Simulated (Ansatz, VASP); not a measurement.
## AlNi3 in VASP and in Ansatz

Contents of INCAR:

```
PREC = Accurate
ENCUT = 520
EDIFF = 1E-6
ISMEAR = 0
SIGMA = 0.016
LREAL = False
LASPH = True
NELM = 150
ALGO = Normal
ISIF = 2
LWAVE = False
LCHARG = True
ISPIN = 2
MAGMOM = 1 1 1 0
LORBIT = 11
LMAXMIX = 4
GGA = PE
LELF = True
LVHAR = True
NBANDS = 28
```

The input KPOINTS:

```
regular mesh
0
Gamma
  8 8 8
```

File POSCAR:

```
AlNi3
1.0
    3.5230547267      0.0000000000      0.0000000000
    0.0000000000      3.5230547267      0.0000000000
    0.0000000000      0.0000000000      3.5230547267
Ni Al
3 1
Direct
    0.5000000000      0.5000000000      0.0000000000
    0.5000000000      0.0000000000      0.5000000000
    0.0000000000      0.5000000000      0.5000000000
    0.0000000000      0.0000000000      0.0000000000
```

input.yaml

```yaml
crystal:
  lattice:
    - [3.5230547267, 0.0, 0.0]
    - [0.0, 3.5230547267, 0.0]
    - [0.0, 0.0, 3.5230547267]
  atoms:
    - { symbol: Ni, position: [0.5, 0.5, 0.0], spin: 1.0 }
    - { symbol: Ni, position: [0.5, 0.0, 0.5], spin: 1.0 }
    - { symbol: Ni, position: [0.0, 0.5, 0.5], spin: 1.0 }
    - { symbol: Al, position: [0.0, 0.0, 0.0] }
hamiltonian:
  xc: pbe
  pseudopotentials: { kind: paw }
magnetization:
  spin_polarized: true
kpoints:
  mp_grid: { grid: [8, 8, 8] }
scf:
  occupations: { method: gaussian, width: 0.016 }
output:
  forces: true
  stress: true
  eigenvalues: true
  write_density: true
  write_potential: true
  elf: true
  volumetric_format: npy
```

Alike in both runs: task single point; functional PBE; k mesh 8 × 8 × 8; occupations gaussian, width 0.016 eV; collinear spin.

|  | VASP | Ansatz |
| --- | --- | --- |
| version | VASP 6.6.1 | Ansatz 0.2.0 |
| potentials or method | VASP PAW PBE potentials, release 64 (Ni, Al) | Ansatz PAW |
| plane-wave cutoff (eV) | 520 | 420 |
| valence electrons in the cell | 33 | 57 |

VASP gave:

| Quantity | Value |
| --- | --- |
| gap on the k mesh at the Fermi level (eV) | none |
| pressure (GPa) | 7.4 |
| net moment per atom (μB) | 0.19 |
| size of the moment on the site where the two differ most (μB) | 0.27 |

Problem. What did Ansatz give for the same quantities?

Solution. gap on the k mesh at the Fermi level (eV): none; pressure (GPa): 7.4; net moment per atom (μB): 0.21; size of the moment on the site where the two differ most (μB): 0.30.

Site moments also hang on the region over which each program counts them. A gap of «none» marks a metal or a gap that the smearing closes. VASP's potentials hold 33 valence electrons a cell and Ansatz's 57, so a difference there can come from the potentials and not from the codes.
